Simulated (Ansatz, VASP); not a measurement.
**Li in VASP and in Ansatz**

```
Li
1.0
     0.00000    2.18722    2.18722
     2.18722    0.00000    2.18722
     2.18722    2.18722    0.00000
Li
1
Direct
  0.00000 0.00000 0.00000
```

Change from the starting cell: volume scaled by 0.98, crystal datasets.

Alike in both runs: task electric field gradients; functional PBEsol; k mesh 13 × 13 × 13; occupations fermi-dirac, width 0.08 eV; no spin polarisation.

|  | VASP | Ansatz |
| --- | --- | --- |
| version | VASP 6.6.1 | Ansatz 0.2.0 |
| potentials or method | VASP PAW PBE potentials, release 64 (Li_sv), cutoff 650 eV | all-electron PAW with datasets made for the crystal, scalar-relativistic |

VASP gave:

```
pressure (GPa) : -0.6
```

Problem. Which values does Ansatz return?

Solution. Pressure (GPa): -0.4.

VASP's potentials were made for PBE, not for PBEsol. Ansatz ran all-electron here, and VASP with PAW potentials.
